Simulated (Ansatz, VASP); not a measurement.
## One calculation of TiO2, two programs

```
Ti O
1.0
     5.37257    0.00000    0.00000
     0.00000    5.37256    0.00000
    -2.58734    0.00000    4.84957
Ti O
4 8
Direct
  0.50000 0.37074 0.25000
  0.50000 0.62926 0.75000
  0.00000 0.87074 0.25000
  0.00000 0.12926 0.75000
  0.20789 0.87894 0.66276
  0.79211 0.12106 0.33724
  0.79211 0.87894 0.83724
  0.20789 0.12106 0.16276
  0.70789 0.37894 0.66276
  0.29211 0.62106 0.33724
  0.29211 0.37894 0.83724
  0.70789 0.62106 0.16276
```

Change from the starting cell: shear of c along a, cell held, atoms relaxed: +2.0 %.

Alike in both runs: functional PBE; k mesh 6 × 6 × 6; occupations gaussian, width 0.02 eV; no spin polarisation.

Ansatz relaxed the structure, and its values are those at the end. VASP's run is a single point on that final structure, the one shown.

|  | VASP | Ansatz |
| --- | --- | --- |
| version | VASP 6.6.1 | Ansatz 0.2.0 |
| potentials or method | VASP PAW PBE potentials, release 64 (Ti_sv, O), cutoff 520 eV | scalar-relativistic, plane waves, PAW |
| valence electrons in the cell | 96 | 96 |

```tsv
	VASP	Ansatz	Ansatz less VASP
gap on the k mesh at the Fermi level (eV)	2.11	2.13	+0.023
least direct gap on the mesh (eV)	2.15	2.18	+0.023
pressure (GPa)	0.6	0.0	-0.66
rms of the force components (eV/Å)	0.009	0.000	-0.0084
```

With one functional, cell and mesh, what is left measures potentials, basis and numerics. Ansatz's warnings: stress scf threshold loose.
